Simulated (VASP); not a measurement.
Input of a VASP 6.6.1 run:

The input INCAR:

```
  ALGO = Normal
  EDIFF = 1E-7
  ENCUT = 520
  GGA = PE
  ISIF = 2
  ISMEAR = -1
  LASPH = True
  LCHARG = False
  LREAL = False
  LWAVE = False
  NBANDS = 20
  NELM = 60
  PREC = Accurate
  SIGMA = 0.06122561905347299
```

File KPOINTS:

```
k-points
0
Gamma
  19 19 19
```

The input POSCAR:

```
SnO2
1.0
    0.0000000000      2.5714428430      2.5714428430
    2.5714428430      0.0000000000      2.5714428430
    2.5714428430      2.5714428430      0.0000000000
Sn O
1 2
Direct
    0.0000000000      0.0000000000      0.0000000000
    0.2500000000      0.2500000000      0.2500000000
    0.7500000000      0.7500000000      0.7500000000
```

Potentials or basis: VASP PAW PBE potentials, release 64 (Sn_d, O).

Launch:

```bash
$ cat potpaw_PBE.64/Sn_d/POTCAR potpaw_PBE.64/O/POTCAR > POTCAR
$ mpirun -np 1 vasp_std > vasp.out
```

(1) What does it give for the pressure?

(2) Predict the band gap on the k mesh.

Results:

(1) 0.6 GPa.

(2) zero (bands 13 and 14 overlap by 0.13 eV).

Caveat: semilocal functionals underestimate gaps, so a narrow gap can read as zero; spin-orbit coupling is left out, which moves the levels of the heavy elements.
